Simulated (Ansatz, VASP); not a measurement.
## Ge3N in VASP and in Ansatz

```
Ge N
1.0
     2.60387    1.50335    3.38744
    -2.60387    1.50335    3.38744
     0.00000   -3.00669    3.38744
Ge N
3 1
Direct
  0.50000 0.50000 0.00000
  0.00000 0.50000 0.50000
  0.50000 0.00000 0.50000
  0.50000 0.50000 0.50000
```

Alike in both runs: functional PBE; k mesh 12 × 12 × 12; occupations gaussian, width 0.1 eV; no spin polarisation.

Ansatz relaxed the structure, and its values are those at the end. VASP's run is a single point on that final structure, the one shown.

|  | VASP | Ansatz |
| --- | --- | --- |
| version | VASP 6.6.1 | Ansatz 0.2.0 |
| potentials or method | VASP PAW PBE potentials, release 64 (Ge_d, N), cutoff 520 eV | scalar-relativistic, plane waves, PAW |
| valence electrons in the cell | 47 | 47 |

```csv
,VASP,Ansatz,Ansatz less VASP
gap on the k mesh at the Fermi level (eV),none,none,-
pressure (GPa),0.0,0.0,-0.02
```

A gap of «none» marks a metal or a gap that the smearing closes.
